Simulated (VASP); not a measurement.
# WC in VASP: notebook, part 2 of 2

VASP 6.6.1. Earlier steps stand in the parts before.

## Step 4: Single point, PBEsol

Input file INCAR:

```
PREC = Accurate
ENCUT = 520
EDIFF = 1E-7
ISMEAR = 1
SIGMA = 0.1
LREAL = False
LASPH = True
NELM = 100
ALGO = Normal
ISIF = 2
LWAVE = False
LCHARG = False
GGA = PS
NBANDS = 16
```

Input file KPOINTS:

```
Automatic mesh
0
Gamma
  6 6 6
```

Input file POSCAR:

```
WC
1.0
    0.0000000000      2.1926840000      2.1926840000
    2.1926840000      0.0000000000      2.1926840000
    2.1926840000      2.1926840000      0.0000000000
W C
1 1
Direct
   -0.0547207546      0.0164144017      0.0384731153
    0.4437888222      0.5166878439      0.5422649337
```

Potentials or basis: VASP PAW PBE potentials, release 64 (W_sv, C).

The run is started by

```
> cat potpaw_PBE.64/W_sv/POTCAR potpaw_PBE.64/C/POTCAR > POTCAR
> mpirun -np 1 vasp_std > vasp.out
```

OUTCAR:

```text
PREC = Accurate
   ENCUT = 520
   EDIFF = 1E-7
   ISMEAR = 1
   LREAL = False
   LASPH = True
   NELM = 100
   ISIF = 2
   GGA = PS

 ion  position               nearest neighbor table
   1  0.945  0.016  0.038-   2 2.18   2 2.19   2 2.19   2 2.20   2 2.20   2 2.20
   2  0.444  0.517  0.542-   1 2.18   1 2.19   1 2.19   1 2.20   1 2.20   1 2.20

  LATTYP: Found a face centered cubic cell.
 ALAT       =     4.3853680000

  Lattice vectors:

 A1 = (   0.0000000000,   2.1926840000,   2.1926840000)
 A2 = (   2.1926840000,   0.0000000000,   2.1926840000)
 A3 = (   2.1926840000,   2.1926840000,   0.0000000000)

Analysis of symmetry for initial positions (statically):
=====================================================================
 Subroutine PRICEL returns:
 Original cell was already a primitive cell.

 Routine SETGRP: Setting up the symmetry group for a
 face centered cubic supercell.

 Subroutine GETGRP returns: Found  1 space group operations
 (whereof  1 operations were pure point group operations)
 out of a pool of 48 trial point group operations.

The static configuration has the point symmetry C_1 .

Analysis of symmetry for dynamics (positions and initial velocities):
=====================================================================
 Subroutine PRICEL returns:
 Original cell was already a primitive cell.

 Routine SETGRP: Setting up the symmetry group for a
 face centered cubic supercell.

 Subroutine GETGRP returns: Found  1 space group operations
 (whereof  1 operations were pure point group operations)
 out of a pool of 48 trial point group operations.

The dynamic configuration has the point symmetry C_1 .

 Subroutine INISYM returns: Found  1 space group operations
 (whereof  1 operations are pure point group operations),
 and found     1 'primitive' translations

----------------------------------------------------------------------------------------

                                     Primitive cell

  volume of cell :      21.0842

  direct lattice vectors                    reciprocal lattice vectors
     0.000000000  2.192684000  2.192684000    -0.228031034  0.228031034  0.228031034
     2.192684000  0.000000000  2.192684000     0.228031034 -0.228031034  0.228031034
     2.192684000  2.192684000  0.000000000     0.228031034  0.228031034 -0.228031034

  length of vectors
     3.100923451  3.100923451  3.100923451     0.394961337  0.394961337  0.394961337

  position of ions in fractional coordinates (direct lattice)
     0.945279245  0.016414402  0.038473115
     0.443788822  0.516687844  0.542264934

  ion indices of the primitive-cell ions
   primitive index   ion index
                 1           1
                 2           2

----------------------------------------------------------------------------------------

 KPOINTS: Automatic mesh

Automatic generation of k-mesh.
 Grid dimensions read from file:
 generate k-points for:    6    6    6

 Generating k-lattice:

  Cartesian coordinates                     Fractional coordinates (reciprocal lattice)
    -0.038005172  0.038005172  0.038005172     0.166666667  0.000000000  0.000000000
     0.038005172 -0.038005172  0.038005172     0.000000000  0.166666667  0.000000000
     0.038005172  0.038005172 -0.038005172     0.000000000  0.000000000  0.166666667

  Length of vectors
     0.065826889  0.065826889  0.065826889

  Shift w.r.t. Gamma in fractional coordinates (k-lattice)
     0.000000000  0.000000000  0.000000000

 Subroutine IBZKPT returns following result:
 ===========================================

 Found    112 irreducible k-points:

 Following reciprocal coordinates:
            Coordinates               Weight
  0.000000  0.000000  0.000000      1.000000
  0.166667  0.000000  0.000000      2.000000
  0.000000  0.166667  0.000000      2.000000
  0.000000  0.000000  0.166667      2.000000
  0.166667  0.166667  0.166667      2.000000
  0.333333  0.000000  0.000000      2.000000
[... 16 lines left out ...]
  0.166667 -0.166667 -0.166667      2.000000
  0.333333  0.333333  0.166667      2.000000
 [... further k-points ...]
   k-points           NKPTS =    112   k-points in BZ     NKDIM =    112   number of bands    NBANDS=     16
   number of dos      NEDOS =    301   number of ions     NIONS =      2
   total plane-waves  NPLWV =  13824
   dimension x,y,z NGX =    24 NGY =   24 NGZ =   24
   dimension x,y,z NGXF=    48 NGYF=   48 NGZF=   48
   ions per type =               1   1
   NGX,Y,Z   is equivalent  to a cutoff of  12.87, 12.87, 12.87 a.u.
   NGXF,Y,Z  is equivalent  to a cutoff of  25.73, 25.73, 25.73 a.u.
 SYSTEM =  unknown system
   PREC   = accura    normal or accurate (medium, high low for compatibility)
   ISTART =      0    job   : 0-new  1-cont  2-samecut
   ICHARG =      2    charge: 1-file 2-atom 10-const
   ISPIN  =      1    spin polarized calculation?
   LNONCOLLINEAR =      F non collinear calculations
   LSORBIT =      F    spin-orbit coupling
   LASPH  =      T    aspherical Exc in radial PAW
   ENCUT  =  520.0 eV  38.22 Ry    6.18 a.u.   5.77  5.77  5.77*2*pi/ulx,y,z
   NELM   =    100;   NELMIN=  2; NELMDL= -5     # of ELM steps
   EDIFF  = 0.1E-06   stopping-criterion for ELM
   LREAL  =      F    real-space projection
   EDIFFG = 0.1E-05   stopping-criterion for IOM
   NSW    =      0    number of steps for IOM
   IBRION =     -1    ionic relax: 0-MD 1-quasi-New 2-CG
   NFREE  =      0    steps in history (QN), initial steepest desc. (CG)
   ISIF   =      2    stress and relaxation
   ISYM   =      2    0-nonsym 1-usesym 2-fastsym
   POTIM  = 0.5000    time-step for ionic-motion
   TEBEG  =    0.0;   TEEND  =   0.0 temperature during run
   PSTRESS=    0.0 pullay stress
   NELECT =      18.0000    total number of electrons
   NUPDOWN=      -1.0000    fix difference up-down
   EMIN   =  10.00;   EMAX   =-10.00  energy-range for DOS
   EFERMI =   0.00;   METHOD = LEGACY
   ISMEAR =     1;   SIGMA  =   0.10  broadening in eV -4-tet -1-fermi 0-gaus
   EFERMI_NEDOS =   21; number of points for ismear=-14 and -15
   IALGO  =     38    algorithm
   IMIX   =      4    mixing-type and parameters
     AMIX     =   0.40;   BMIX     =  1.00
     AMIX_MAG =   1.60;   BMIX_MAG =  1.00
  volume/ion in A,a.u.               =      10.54        71.14
  Fermi-wavevector in a.u.,A,eV,Ry     =   1.553029  2.934800 32.815887  2.411900
  Thomas-Fermi vector in A             =   2.657319
   LORBIT       =      0    0 simple, 1 ext, 2 COOP (PROOUT), +10 PAW based schemes
   GGA     = PS    functional components
   LHFCALC =     F    Hartree Fock is set to
   AEXX    =    0.0000 exact exchange contribution
   IVDW    =     0    specifies the selected vdW correction
   LEPSILON=     F    determine dielectric tensor
   LRPA    =     F    only Hartree local field effects (RPA)
 non-spin polarized calculation
 Methfessel and Paxton  Order N= 1 SIGMA  =   0.10
  energy-cutoff  :      520.00
  volume of cell :       21.08
 maximum number of plane-waves:       588
   NGX = 11   NGY = 11   NGZ = 11

 number of electron      18.0000001 magnetization

 Free energy of the ion-electron system (eV)
  ---------------------------------------------------
  ext. energy  EPLUGINS =         0.00000000
  ---------------------------------------------------
  free energy    TOTEN  =       -22.92545647 eV

  energy without entropy =      -22.92358197  energy(sigma->0) =      -22.92483164

 E-fermi :  12.1945     XC(G=0): -13.8418

 val. band max:       12.1613925804   @ k =   0.1667   0.1667   0.5000
 cond. band min:      12.4321560250   @ k =  -0.3333   0.3333   0.5000
 fundamental gap:      0.2707634446
 Fermi energy:        12.1944771687

 k-point     1 :       0.0000    0.0000    0.0000
  band No.  band energies     occupation
      1     -63.1075      2.00000
      2     -27.1059      2.00000
      3     -27.1058      2.00000
      4     -27.1057      2.00000
      5      -3.5323      2.00000
      6       9.4925      2.00000
[... 8 lines left out ...]
     15      21.8811      0.00000
     16      35.4881      0.00000
[... 419 lines left out ...]
 k-point    24 :       0.3333    0.3333    0.1667
  band No.  band energies     occupation
      1     -63.0797      2.00000
      2     -27.4640      2.00000
      3     -27.2015      2.00000
      4     -27.1995      2.00000
      5      -1.2852      2.00000
      6       4.9536      2.00000
[... 8 lines left out ...]
     15      24.7678      0.00000
     16      26.8884      0.00000

 [... further k-points ...]

------------------------ aborting loop because EDIFF is reached ----------------------------------------

  FORCE on cell =-STRESS in cart. coord.  units (eV):
  Direction    XX          YY          ZZ          XY          YZ          ZX
  --------------------------------------------------------------------------------------
  -------------------------------------------------------------------------------------
  Total       -1.1007821     -1.1050079     -1.1064426     -0.0003999      0.0001171      0.0002303
  in kB      -83.6476627    -83.9687788    -84.0777995     -0.0303889      0.0088979      0.0174996
  external PRESSURE =     -83.8980803 kB  Pullay stress =       0.0000000 kB

 VOLUME and BASIS-vectors are now :
 -----------------------------------------------------------------------------
  energy-cutoff  :      520.00
  volume of cell :       21.08
      direct lattice vectors                 reciprocal lattice vectors
     0.000000000  2.192684000  2.192684000    -0.228031034  0.228031034  0.228031034
     2.192684000  0.000000000  2.192684000     0.228031034 -0.228031034  0.228031034
     2.192684000  2.192684000  0.000000000     0.228031034  0.228031034 -0.228031034

 POSITION                                       TOTAL-FORCE (eV/Angst)
 -----------------------------------------------------------------------------------
      0.12035      2.15706      2.10869         0.067122      0.037998     -0.020058
      2.32195      2.16210      2.10602        -0.067122     -0.037998      0.020058
 -----------------------------------------------------------------------------------
    total drift:                                0.000047     -0.000034     -0.000002

  FREE ENERGIE OF THE ION-ELECTRON SYSTEM (eV)
  ---------------------------------------------------
  free  energy   TOTEN  =       -22.9254564691 eV

  energy  without entropy=      -22.9235819682  energy(sigma->0) =      -22.92483164
```

OSZICAR:

```text
N       E                     dE             d eps       ncg     rms          rms(c)
DAV:   1     0.111713777556E+03    0.11171E+03   -0.92521E+03  3584   0.124E+03
DAV:   2    -0.228317112781E+02   -0.13455E+03   -0.12992E+03  4376   0.343E+02
DAV:   3    -0.261805020999E+02   -0.33488E+01   -0.33373E+01  3912   0.508E+01
DAV:   4    -0.261978346578E+02   -0.17333E-01   -0.17332E-01  4656   0.419E+00
DAV:   5    -0.261979707825E+02   -0.13612E-03   -0.13612E-03  3920   0.345E-01    0.312E+01
DAV:   6    -0.230547497465E+02    0.31432E+01   -0.83417E+00  4472   0.269E+01    0.817E+00
DAV:   7    -0.229577093517E+02    0.97040E-01   -0.41804E-01  3776   0.531E+00    0.639E+00
DAV:   8    -0.229298225203E+02    0.27887E-01   -0.94008E-02  3992   0.222E+00    0.134E+00
DAV:   9    -0.229255735015E+02    0.42490E-02   -0.75576E-03  4008   0.552E-01    0.123E-01
DAV:  10    -0.229254627635E+02    0.11074E-03   -0.59793E-04  4056   0.234E-01    0.102E-01
DAV:  11    -0.229254589229E+02    0.38406E-05   -0.49877E-05  4112   0.564E-02    0.283E-02
DAV:  12    -0.229254564168E+02    0.25060E-05   -0.61136E-06  4304   0.212E-02    0.183E-03
DAV:  13    -0.229254564691E+02   -0.52310E-07   -0.16262E-07  3976   0.312E-03
   1 F= -.22925456E+02 E0= -.22924832E+02  d E =-.187450E-02
```

stdout:

```text
POSCAR found type information on POSCAR W C
 POSCAR found :  2 types and       2 ions
 scaLAPACK will be used
 -----------------------------------------------------------------------------
|                                                                             |
|                                                                             |
|     You enforced a specific xc type in the INCAR file but a different       |
|     I HOPE YOU KNOW WHAT YOU ARE DOING!                                     |
|                                                                             |
 -----------------------------------------------------------------------------

 LDA part: xc-table for (Slater+PW92), standard interpolation
 POSCAR, INCAR and KPOINTS ok, starting setup
 FFT: planning ... GRIDC
 FFT: planning ... GRID_SOFT
 FFT: planning ... GRID
 WAVECAR not read
 entering main loop
```

Wall time 12 s (1 thread of Intel Xeon 6975P-C (Granite Rapids), shared host); peak memory 0.16 GiB.

Results:

```
Free energy            : -22.9255 eV
Pressure               : -8.4 GPa
Largest force          : 0.080 eV/Å
Band gap on the k mesh : zero (band 9 reaches 13.31 eV, above the bottom of band 10 at 10.44 eV)
```

Forces on the atoms (eV/Å):
```
W    0.067  0.038 -0.020
C   -0.067 -0.038  0.020
```

Caveat: the k points lie up to 0.41 Å⁻¹ apart; the PAW data sets were made with another functional, which shifts forces and pressure a little; spin-orbit coupling is left out, which moves the levels of the heavy elements.

## Step 5: Single point, PBEsol

Input file INCAR:

```
PREC = Accurate
ENCUT = 520
EDIFF = 1E-6
ISMEAR = 1
SIGMA = 0.1
LREAL = F
LASPH = T
NELM = 60
ALGO = Normal
ISIF = 2
LWAVE = F
LCHARG = F
GGA = PS
NBANDS = 16
```

KPOINTS is that of step 4.

Input file POSCAR:

```
WC
1.0
    0.0000000000      2.1926840000      2.1926840000
    2.1926840000      0.0000000000      2.1926840000
    2.1926840000      2.1926840000      0.0000000000
W C
1 1
Direct
   -0.0554804297      0.0165554597      0.0403519506
    0.4445486554      0.5165468034      0.5403854735
```

The run is started by

```
> cat potpaw_PBE.64/W_sv/POTCAR potpaw_PBE.64/C/POTCAR > POTCAR
> mpirun -np 1 vasp_std > vasp.out
```

Run time: 8.2 s. Hardware: 1 thread of Intel Xeon 6975P-C (Granite Rapids), shared host; peak memory 0.15 GiB.

Results (log left out):

| Quantity | Value |
| --- | --- |
| Free energy | -22.9259 eV |
| Pressure | -8.4 GPa |
| Band gap on the k mesh | zero (band 9 reaches 13.31 eV, above the bottom of band 10 at 10.44 eV) |

Levels at points of the mesh, in eV from the Fermi level:
```tsv
k point	band 5	band 6	band 7	band 8	band 9	band 10	band 11	band 12	band 13	band 14
(0.00, 0.00, 0.00)	-15.73	-2.70	-2.70	-2.70	-0.98	-0.98	-0.98	-0.91	-0.91	6.58
(0.50, 0.00, 0.00)	-11.08	-9.76	-6.52	-6.52	1.11	1.11	2.39	4.96	8.87	8.87
(0.00, 0.50, 0.00)	-11.08	-9.76	-6.52	-6.52	1.11	1.11	2.39	4.96	8.87	8.87
(0.50, 0.50, 0.50)	-11.08	-9.76	-6.52	-6.52	1.11	1.11	2.39	4.96	8.87	8.87
(0.50, 0.50, 0.00)	-13.48	-5.73	-5.53	-2.43	-2.43	0.91	2.34	2.34	5.47	7.34
(0.50, 0.00, 0.50)	-13.48	-5.73	-5.53	-2.43	-2.43	0.91	2.34	2.34	5.47	7.34
```

Caveat: the k points lie up to 0.41 Å⁻¹ apart; the PAW data sets were made with another functional, which shifts forces and pressure a little; spin-orbit coupling is left out, which moves the levels of the heavy elements.
